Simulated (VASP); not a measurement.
Here is a VASP 6.6.1 calculation.

POSCAR

```
AlN
1.0
    0.0000000000      2.1403049418      2.1848764208
    2.1403049418      0.0000000000      2.1848764208
    2.1403049418      2.1403049418      0.0000000000
Al N
1 1
Direct
    0.0000000000      0.0000000000      0.0000000000
    0.2500000000      0.2500000000      0.2500000000
```

File INCAR.step1:

```
  PREC = Accurate
  ENCUT = 520
  ISMEAR = 0
  SIGMA = 0.01
  LREAL = False
  LASPH = True
  NELM = 80
  NBANDS = 11
  GGA = PE
  ALGO = Normal
  EDIFF = 1E-4
  LWAVE = True
  LCHARG = False
```

INCAR.step2

```
  PREC = Accurate
  ENCUT = 520
  EDIFF = 1E-6
  ISMEAR = 0
  SIGMA = 0.01
  LREAL = False
  LASPH = True
  NELM = 80
  ALGO = Normal
  ISIF = 2
  LWAVE = False
  LCHARG = True
  METAGGA = R2SCAN
  LMIXTAU = True
  LELF = True
  LVHAR = True
  NBANDS = 11
  ISTART = 1
```

The input KPOINTS:

```
Automatic mesh
0
Gamma
  10 10 10
```

Potentials or basis: VASP PAW PBE potentials, release 64 (Al, N).

The run is started by

```console
$ cat potpaw_PBE.64/Al/POTCAR potpaw_PBE.64/N/POTCAR > POTCAR
$ cp INCAR.step1 INCAR
$ mpirun -np 1 vasp_std > vasp.out
$ cp INCAR.step2 INCAR
$ mpirun -np 1 vasp_std > vasp.out
```

**Question.** What does it give for the pressure?

**Answer.** 9.0 GPa.

**Question.** Predict the band gap on the k mesh.

**Answer.** 3.90 eV, indirect (least direct gap 5.24 eV).

Stress tensor (GPa, compression positive):
```
10.04  0.00  0.00
 0.00 10.04  0.00
 0.00  0.00  6.90
```

Caveat: the cell differs from its parent crystal (biaxial xy strain -2.0%); the PAW data sets were made with another functional, which shifts forces and pressure a little. A k mesh can miss the band edges.
